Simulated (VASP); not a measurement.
# ZnO (P6_3mc) in VASP: a series of runs, part 2 of 2

VASP 6.6.1.

## (3) Single point, PBE (equal xx and yy strain of +3 %)

INCAR

```
SYSTEM = ZnO
PREC = Accurate
ENCUT = 520
EDIFF = 1E-6
ISMEAR = -1
SIGMA = 0.02
LREAL = .False.
LASPH = .True.
NELM = 80
ALGO = Normal
ISIF = 2
LWAVE = .False.
LCHARG = .True.
GGA = PE
LELF = .True.
LVHAR = .True.
NBANDS = 26
```

KPOINTS

```
Automatic mesh
0
Gamma
  11 11 6
  0 0 0
```

POSCAR

```
ZnO
1.0
    3.3468806856      0.0000000000      0.0000000000
   -1.6734403428      2.8984836972      0.0000000000
    0.0000000000      0.0000000000      5.2038000000
Zn O
2 2
Direct
    0.3333333333      0.6666666667      0.0000000000
    0.6666666667      0.3333333333      0.5000000000
    0.3333333333      0.6666666667      0.3821000000
    0.6666666667      0.3333333333      0.8821000000
```

Potentials or basis: VASP PAW PBE potentials, release 64 (Zn, O).

The run is started by

```sh
> cat potpaw_PBE.64/Zn/POTCAR potpaw_PBE.64/O/POTCAR > POTCAR
> mpirun -np 1 vasp_std > vasp.out
```

OUTCAR:

```text
SYSTEM = ZnO
   PREC = Accurate
   ENCUT = 520
   EDIFF = 1E-6
   ISMEAR = -1
   LREAL = .False.
   LASPH = .True.
   NELM = 80
   ISIF = 2
   GGA = PE

 ion  position               nearest neighbor table
   1  0.333  0.667  0.000-   3 1.99   4 2.03   4 2.03   4 2.03
   2  0.667  0.333  0.500-   4 1.99   3 2.03   3 2.03   3 2.03
   3  0.333  0.667  0.382-   1 1.99   2 2.03   2 2.03   2 2.03
   4  0.667  0.333  0.882-   2 1.99   1 2.03   1 2.03   1 2.03

  LATTYP: Found a hexagonal cell.
 ALAT       =     3.3468806856
 C/A-ratio  =     1.5548208881

  Lattice vectors:

 A1 = (   3.3468806856,   0.0000000000,   0.0000000000)
 A2 = (  -1.6734403428,   2.8984836972,   0.0000000000)
 A3 = (   0.0000000000,   0.0000000000,   5.2038000000)

Analysis of symmetry for initial positions (statically):
=====================================================================
 Subroutine PRICEL returns:
 Original cell was already a primitive cell.

 Routine SETGRP: Setting up the symmetry group for a
 hexagonal supercell.

 Subroutine GETGRP returns: Found 12 space group operations
 (whereof  6 operations were pure point group operations)
 out of a pool of 24 trial point group operations.

The static configuration has the point symmetry C_3v.
 The point group associated with its full space group is C_6v.

Analysis of symmetry for dynamics (positions and initial velocities):
=====================================================================
 Subroutine PRICEL returns:
 Original cell was already a primitive cell.

 Routine SETGRP: Setting up the symmetry group for a
 hexagonal supercell.

 Subroutine GETGRP returns: Found 12 space group operations
 (whereof  6 operations were pure point group operations)
 out of a pool of 24 trial point group operations.

The dynamic configuration has the point symmetry C_3v.
[... 114 lines left out ...]
   PSTRESS=    0.0 pullay stress
   NELECT =      36.0000    total number of electrons
   NUPDOWN=      -1.0000    fix difference up-down
   EMIN   =  10.00;   EMAX   =-10.00  energy-range for DOS
   EFERMI =   0.00;   METHOD = LEGACY
   ISMEAR =    -1;   SIGMA  =   0.02  broadening in eV -4-tet -1-fermi 0-gaus
   EFERMI_NEDOS =   21; number of points for ismear=-14 and -15
   IALGO  =     38    algorithm
   IMIX   =      4    mixing-type and parameters
     AMIX     =   0.40;   BMIX     =  1.00
     AMIX_MAG =   1.60;   BMIX_MAG =  1.00
  volume/ion in A,a.u.               =      12.62        85.17
  Fermi-wavevector in a.u.,A,eV,Ry     =   1.462621  2.763953 29.106397  2.139260
  Thomas-Fermi vector in A             =   2.578813
   LORBIT       =      0    0 simple, 1 ext, 2 COOP (PROOUT), +10 PAW based schemes
   GGA     = PE    functional components
   LHFCALC =     F    Hartree Fock is set to
   AEXX    =    0.0000 exact exchange contribution
   IVDW    =     0    specifies the selected vdW correction
   LEPSILON=     F    determine dielectric tensor
   LRPA    =     F    only Hartree local field effects (RPA)
 non-spin polarized calculation
  energy-cutoff  :      520.00
  volume of cell :       50.48
 maximum number of plane-waves:      1375
 NGX is ok and might be reduce to    28
   NGX = 13   NGY = 13   NGZ = 19

 number of electron      35.9999980 magnetization

 Free energy of the ion-electron system (eV)
  ---------------------------------------------------
  ext. energy  EPLUGINS =         0.00000000
  ---------------------------------------------------
  free energy    TOTEN  =       -17.83609445 eV

  energy without entropy =      -17.83609445  energy(sigma->0) =      -17.83609445

 E-fermi :   1.0345     XC(G=0): -10.5997

 val. band max:        0.6622792899   @ k =   0.0000   0.0000   0.0000
 cond. band min:       1.3941897010   @ k =   0.0000   0.0000   0.0000
 fundamental gap:      0.7319104112
 Fermi energy:         1.0345020369

 k-point     1 :       0.0000    0.0000    0.0000
  band No.  band energies     occupation
      1     -16.9465      2.00000
      2     -16.2613      2.00000
      3      -4.7344      2.00000
      4      -4.7344      2.00000
      5      -4.6761      2.00000
      6      -4.5536      2.00000
[... 685 lines left out ...]
     25      13.3173      0.00000
     26      14.7656      0.00000

 [... further k-points ...]
[... 5 lines left out ...]
  --------------------------------------------------------------------------------------
  -------------------------------------------------------------------------------------
  Total       -1.2738985     -1.2738985      0.6611297      0.0000000      0.0000000      0.0000000
  in kB      -40.4309281    -40.4309281     20.9829036      0.0000000      0.0000000      0.0000000
  external PRESSURE =     -19.9596509 kB  Pullay stress =       0.0000000 kB

 VOLUME and BASIS-vectors are now :
 -----------------------------------------------------------------------------
  energy-cutoff  :      520.00
  volume of cell :       50.48
      direct lattice vectors                 reciprocal lattice vectors
     3.346880686  0.000000000  0.000000000     0.298785674  0.172503989  0.000000000
    -1.673440343  2.898483697  0.000000000     0.000000000  0.345007978  0.000000000
     0.000000000  0.000000000  5.203800000     0.000000000  0.000000000  0.192167262

 POSITION                                       TOTAL-FORCE (eV/Angst)
 -----------------------------------------------------------------------------------
     -0.00000      1.93232      0.00000        -0.000000     -0.000000     -0.186936
      1.67344      0.96616      2.60190         0.000000     -0.000000     -0.186936
     -0.00000      1.93232      1.98837         0.000000      0.000000      0.186936
      1.67344      0.96616      4.59027         0.000000     -0.000000      0.186936
 -----------------------------------------------------------------------------------
    total drift:                               -0.000000      0.000000      0.000144

  FREE ENERGIE OF THE ION-ELECTRON SYSTEM (eV)
  ---------------------------------------------------
  free  energy   TOTEN  =       -17.8360944506 eV

  energy  without entropy=      -17.8360944505  energy(sigma->0) =      -17.83609445
```

OSZICAR:

```text
N       E                     dE             d eps       ncg     rms          rms(c)
DAV:   1     0.299863776826E+03    0.29986E+03   -0.18058E+04  3328   0.197E+03
DAV:   2     0.119775413638E+02   -0.28789E+03   -0.26999E+03  3526   0.410E+02
DAV:   3    -0.204309631445E+02   -0.32409E+02   -0.31982E+02  3632   0.139E+02
DAV:   4    -0.210863339210E+02   -0.65537E+00   -0.65380E+00  3754   0.205E+01
DAV:   5    -0.210896100664E+02   -0.32761E-02   -0.32759E-02  3572   0.148E+00    0.137E+01
DAV:   6    -0.176792680176E+02    0.34103E+01   -0.68547E+00  5310   0.634E+01    0.816E+00
DAV:   7    -0.178756396870E+02   -0.19637E+00   -0.29459E+00  3468   0.173E+01    0.493E+00
DAV:   8    -0.178830815527E+02   -0.74419E-02   -0.52411E-01  4468   0.724E+00    0.162E+00
DAV:   9    -0.178337256928E+02    0.49356E-01   -0.10422E-01  4782   0.638E+00    0.298E-01
DAV:  10    -0.178359341180E+02   -0.22084E-02   -0.32395E-02  3384   0.139E+00    0.118E-01
DAV:  11    -0.178361014278E+02   -0.16731E-03   -0.96297E-04  3670   0.700E-01    0.651E-02
DAV:  12    -0.178360816395E+02    0.19788E-04   -0.26994E-04  4624   0.481E-01    0.167E-02
DAV:  13    -0.178360992860E+02   -0.17647E-04   -0.56459E-05  3428   0.764E-02    0.185E-02
DAV:  14    -0.178360947670E+02    0.45190E-05   -0.14340E-05  3694   0.329E-02    0.255E-03
DAV:  15    -0.178360944506E+02    0.31639E-06   -0.83887E-07  2368   0.126E-02
   1 F= -.17836094E+02 E0= -.17836094E+02  d E =-.503667E-10
```

Wall time 2.2 min (1 thread of Intel Xeon 8259CL, shared host); peak memory 0.22 GiB.

Results:

```
Free energy            : -17.8361 eV
Pressure               : -2.0 GPa
Largest force          : 0.187 eV/Å
Band gap on the k mesh : 0.73 eV
```

Forces in eV/Å, atoms in the order of the input:
```
Zn   0.000  0.000 -0.187
Zn   0.000  0.000 -0.187
O    0.000  0.000  0.187
O    0.000  0.000  0.187
```

Levels at points of the mesh, in eV from the valence-band top:
```
           k point  band 16  band 17  band 18  band 19  band 20  band 21
(0.00, 0.00, 0.00)    -0.01     0.00     0.00     0.73     4.91     8.34
(0.00, 0.00, 0.50)    -0.39    -0.39    -0.39     3.38     3.38    10.10
```

Caveat: the cell differs from its parent crystal (equal xx and yy strain of +3 %).
